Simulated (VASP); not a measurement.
ZnCu2SnSe4: single point with r2SCAN

The system is ZnCu2SnSe4.

```xyz
8
Lattice="-2.8443 2.8443 5.7103 2.8443 -2.8443 5.7103 2.8443 2.8443 -5.7103" Properties=species:S:1:pos:R:3 pbc="T T T"
Zn    0.0000    0.0000    0.0000
Cu    0.0000    2.8443    2.8552
Cu    2.8443    0.0000    2.8552
Sn    0.0000    0.0000    5.7103
Se    1.4730    1.4730    4.1772
Se    1.4730   -1.4730    7.2434
Se    1.3713    1.3713   -1.5331
Se   -1.4730    1.4730    7.2434
```

```yaml
Program: VASP 6.6.1
Task: single point
Functional: r2SCAN
Potentials_or_basis: VASP PAW PBE potentials, release 64 (Zn, Cu, Sn_d, Se)
Cutoff: 520 eV
k_mesh: 7 × 7 × 7
Occupations: fermi-dirac, width 0.1 eV
Spin: no spin polarisation
```

```yaml
Pressure: 0.1 GPa
Largest_force: 0.003 eV/Å
Band_gap_on_the_k_mesh: zero (filled and empty bands touch)
```

Forces on the atoms (eV/Å):
```
Zn   0.000  0.000  0.000
Cu   0.000  0.000  0.000
Cu   0.000  0.000  0.000
Sn   0.000  0.000  0.000
Se  -0.001 -0.001  0.002
Se  -0.001  0.001 -0.002
Se   0.001  0.001  0.002
Se   0.001 -0.001 -0.002
```

Levels at points of the mesh, in eV from the Fermi level:
```tsv
k point	band 34	band 35	band 36	band 37	band 38	band 39
(0.00, 0.00, 0.00)	-0.29	-0.26	-0.19	-0.19	1.67	2.80
```

It took 85 min on 1 thread of Intel Xeon 8259CL, on a shared host, peak memory 0.68 GiB.

Caveat: semilocal functionals underestimate gaps, and a narrow one can read as zero; the PAW data sets were made with another functional, which shifts forces and pressure a little; spin-orbit coupling is left out, which moves the levels of the heavy elements. With open d or f shells a metallic result of r2SCAN can be an artefact of self-interaction; +U or a hybrid may open a gap.
